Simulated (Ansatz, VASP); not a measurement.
# One calculation of MgO, two programs

INCAR

```
SYSTEM = MgO
ALGO = Normal ; EDIFF = 1E-6
ENCUT = 520 ; GGA = CA
ISIF = 2 ; ISMEAR = -1
LASPH = .TRUE. ; LCHARG = .FALSE.
LREAL = .FALSE. ; LWAVE = .FALSE.
NBANDS = 16 ; NELM = 60
PREC = Accurate ; SIGMA = 0.05
```

The input KPOINTS:

```
k-points
0
G
  9 9 6
  0 0 0
```

File POSCAR:

```
MgO
1.0
    3.2855864049      0.0000000000      0.0000000000
   -1.6427932025      2.8454012930      0.0000000000
    0.0000000000      0.0000000000      4.9494385035
Mg O
2 2
Direct
    0.6666666667      0.3333333333      0.5021597400
    0.3333333333      0.6666666667      0.0021597400
    0.6666666667      0.3333333333      0.9024402600
    0.3333333333      0.6666666667      0.4024402600
```

Contents of input.yaml:

```yaml
crystal:
  lattice:
    - [3.2855864049, 0.0, 0.0]
    - [-1.6427932025, 2.845401293, 0.0]
    - [0.0, 0.0, 4.9494385035]
  atoms:
    - { symbol: Mg, position: [0.6666666667, 0.3333333333, 0.50215974] }
    - { symbol: Mg, position: [0.3333333333, 0.6666666667, 0.00215974] }
    - { symbol: O, position: [0.6666666667, 0.3333333333, 0.90244026] }
    - { symbol: O, position: [0.3333333333, 0.6666666667, 0.40244026] }
kpoints:
  mp_grid: { grid: [9, 9, 6] }
scf:
  occupations: { method: fermi_dirac, width: 0.05 }
hamiltonian:
  xc: lda
  pseudopotentials: { kind: all_electron, lapw: { basis_error: 0.002 } }
output:
  forces: true
  stress: true
  eigenvalues: true
```

Change from the starting cell: volume scaled by 0.98.

Alike in both runs: task single point; functional LDA; k mesh 9 × 9 × 6; occupations fermi-dirac, width 0.05 eV; no spin polarisation.

|  | VASP | Ansatz |
| --- | --- | --- |
| version | VASP 6.6.1 | Ansatz 0.2.0 |
| potentials or method | VASP PAW LDA potentials, release 64 (Mg, O), cutoff 520 eV | all-electron LAPW, scalar-relativistic |

VASP gave:

```
gap on the k mesh at the Fermi level (eV)                     : 3.47
least direct gap on the mesh (eV)                             : 3.47
pressure (GPa)                                                : -3.0
traceless stress, the component that is largest in VASP (GPa) : 0.19
rms of the force components (eV/Å)                            : 0.016
```

Q: Which values does Ansatz return?

A: gap on the k mesh at the Fermi level (eV): 3.47; least direct gap on the mesh (eV): 3.47; pressure (GPa): -1.7; traceless stress, the component that is largest in VASP (GPa): 0.04; rms of the force components (eV/Å): 0.011.

LDA's correlation is that of Perdew and Zunger in VASP and of Perdew and Wang (1992) in Ansatz. Atom by atom the forces differ by 0.005 eV/Å (rms over components). Ansatz ran all-electron here, and VASP with PAW potentials.
